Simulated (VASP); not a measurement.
**Tc: relaxation of cell and atoms with r2SCAN**

Tc:

```
Tc
1.0
     2.72000    0.00000    0.00000
    -1.36000    2.35559    0.00000
     0.00000    0.00000    4.44176
Tc
2
Direct
  0.33333 0.66667 0.25000
  0.66667 0.33333 0.75000
```

- Program: VASP 6.6.1
- Task: relaxation of cell and atoms
- Functional: r2SCAN
- Potentials or basis: VASP PAW PBE potentials, release 64 (Tc_pv)
- Cutoff: 600 eV
- k mesh: 9 × 9 × 5
- Occupations: fermi-dirac, width 0.05 eV
- Spin: no spin polarisation
- Dipole correction: no
- Further INCAR settings: ALGO = Normal; EDIFF = 1e-06; IBRION = 2; EDIFFG = -0.03; NSW = 80; ISIF = 3

```
Relaxed volume                        : 14.25 Å³/atom
Relaxed cell                          : a = 2.739 Å, b = 2.739 Å, c = 4.388 Å, α = 90.00°, β = 90.00°, γ = 120.00°
Space group after relaxing (to 0.1 Å) : P6_3/mmc (No. 194)
Energy gained by relaxing             : 4.6 meV/atom
Ionic steps                           : 6
Pressure after relaxing               : 0.0 GPa
Band gap on the k mesh                : zero (bands 13 and 14 overlap by 2.40 eV)
```

Stress tensor (GPa, compression positive):
```
-0.05  0.00  0.00
 0.00 -0.05  0.00
 0.00  0.00  0.09
```

Step by step:
```tsv
step	energy change (eV)	largest force (eV/Å)	pressure (GPa)	volume (Å³)
1	0.0000	0.0000	0.51	28.46
2	-0.0007	0.0000	-1.30	28.63
3	-0.0091	0.0000	-0.54	28.55
4	-0.0091	0.0000	-0.56	28.55
5	-0.0085	0.0000	1.50	28.37
6	-0.0091	0.0000	-0.01	28.50
```

Final structure:
```
CELL_PARAMETERS angstrom
2.73865 0.00000 0.00000
-1.36932 2.37174 0.00000
0.00000 0.00000 4.38820
ATOMIC_POSITIONS crystal
Tc 0.33333 0.66667 0.25000
Tc 0.66667 0.33333 0.75000
```

Levels at points of the mesh, in eV from the Fermi level:
| k point | band 9 | band 10 | band 11 | band 12 | band 13 | band 14 | band 15 | band 16 | band 17 |
| --- | --- | --- | --- | --- | --- | --- | --- | --- | --- |
| (0.00, 0.00, 0.00) | -1.68 | -1.68 | -1.63 | -0.93 | -0.93 | -0.20 | -0.20 | 1.60 | 2.60 |

Wall time 4.3 min on 1 thread of Intel(R) Xeon(R) Platinum 8259CL CPU @ 2.50GHz (Skylake/Cascade Lake), on a shared host, peak memory 0.17 GiB.

Caveat: the PAW data sets were made with another functional, which shifts forces and pressure a little.
